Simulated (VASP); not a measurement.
Here is a VASP 6.6.1 calculation.

Contents of INCAR:

```
ALGO = Normal
EDIFF = 1E-6
ENCUT = 520
GGA = RE
ISIF = 2
ISMEAR = -1
LASPH = T
LCHARG = F
LREAL = F
LWAVE = F
NBANDS = 15
NELM = 60
PREC = Accurate
SIGMA = 0.05
```

Contents of KPOINTS:

```
k-points
0
Gamma
  4 4 4
```

File POSCAR:

```
KI
1.0
    0.0000000000      3.5327750000      3.5327750000
    3.5327750000      0.0000000000      3.5327750000
    3.5327750000      3.5327750000      0.0000000000
I K
1 1
Direct
    0.5000000000      0.5000000000      0.5000000000
    0.0000000000      0.0000000000      0.0000000000
```

Potentials or basis: VASP PAW PBE potentials, release 64 (I, K_sv).

Launch:

```console
$ cat potpaw_PBE.64/I/POTCAR potpaw_PBE.64/K_sv/POTCAR > POTCAR
$ mpirun -np 1 vasp_std > vasp.out
```

Task: Estimate the pressure.

Result: 1.6 GPa.

Task: What does it give for the band gap on the k mesh?

Result: 4.23 eV.

Caveat: the PAW data sets were made with another functional, which shifts forces and pressure a little; spin-orbit coupling is left out, which moves the levels of the heavy elements. Expect the measured gap to be larger: semilocal functionals such as revPBE lack the derivative discontinuity.
